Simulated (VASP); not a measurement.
Wanted: the native input for a VASP 6.6.1 run.

| Quantity | Value |
| --- | --- |
| Task | single point |
| Functional | PBE |
| Potentials or basis | VASP PAW PBE potentials, release 64 (Ti_sv, O) |
| Cutoff | 520 eV |
| k mesh | 6 × 6 × 4 |
| Occupations | gaussian, width 0.02 eV |
| Spin | no spin polarisation |
| Hubbard terms | Ti d U = 4.0 eV |
| Dipole correction | no |
| Further INCAR settings | ALGO = Normal; EDIFF = 1e-06; NBANDS = 60 |

The structure of TiO2 lies in POSCAR:

```
TiO2
1.0
    3.8180006865      0.0000000000      0.0000000000
    0.0000000000      3.8180006865      0.0000000000
    0.0000000000      0.0000000000      9.6284862111
Ti O
4 8
Direct
    0.0000000000      0.0000000000      0.0000000000
    0.0000000000      0.5000000000      0.2500000000
    0.5000000000      0.5000000000      0.5000000000
    0.5000000000      0.0000000000      0.7500000000
    0.0000000000      0.5000000000      0.4570469390
    0.0000000000      0.0000000000      0.2070469390
    0.0000000000      0.5000000000      0.0429530610
    0.5000000000      0.5000000000      0.2929530610
    0.5000000000      0.0000000000      0.9570469390
    0.5000000000      0.5000000000      0.7070469390
    0.5000000000      0.0000000000      0.5429530610
    0.0000000000      0.0000000000      0.7929530610
```

This cell differs from its parent crystal: strain along c alone, the other axes held: -1.5 %, then relaxed in part.

The input as run:

INCAR

```
SYSTEM = TiO2
PREC     = Accurate       ! precision mode
ENCUT    = 520            ! plane-wave cutoff, eV
EDIFF    = 1E-6           ! SCF threshold, eV
ISMEAR   = 0              ! smearing method
SIGMA    = 0.02           ! smearing width, eV
LREAL    = .False.        ! projectors in reciprocal space
LASPH    = .True.         ! aspherical terms in the spheres
NELM     = 150            ! most SCF steps
ALGO     = Normal         ! electronic algorithm
ISIF     = 2              ! what is computed and relaxed
LWAVE    = .False.        ! write WAVECAR
LCHARG   = .False.        ! write CHGCAR
LMAXMIX  = 4              ! l up to which the mixer works
LDAU     = .True.         ! DFT+U
LDAUTYPE = 2            
LDAUL    = 2 -1           ! shell
LDAUU    = 4 0            ! U, eV
LDAUJ    = 0 0          
LDAUPRINT= 1            
GGA      = PE             ! functional
NBANDS   = 60             ! bands
```

KPOINTS

```
Automatic mesh
0
Gamma
  6 6 4
  0 0 0
```

Potentials or basis: VASP PAW PBE potentials, release 64 (Ti_sv, O).

Run with:

```sh
$ cat potpaw_PBE.64/Ti_sv/POTCAR potpaw_PBE.64/O/POTCAR > POTCAR
$ mpirun -np 1 vasp_std > vasp.out
```

It gave:

| Property | Result |
| --- | --- |
| Pressure | 6.8 GPa |
| Largest force | 0.168 eV/Å |
| Band gap on the k mesh | 2.68 eV |

Caveat: the cell differs from its parent crystal (strain along c alone, the other axes held: -1.5 %, then relaxed in part); the cell stands under pressure.

Wall time 2.2 min on 1 thread of AMD EPYC 9R45 96-Core Processor (Zen 5) (shared host), peak memory 0.3 GiB.
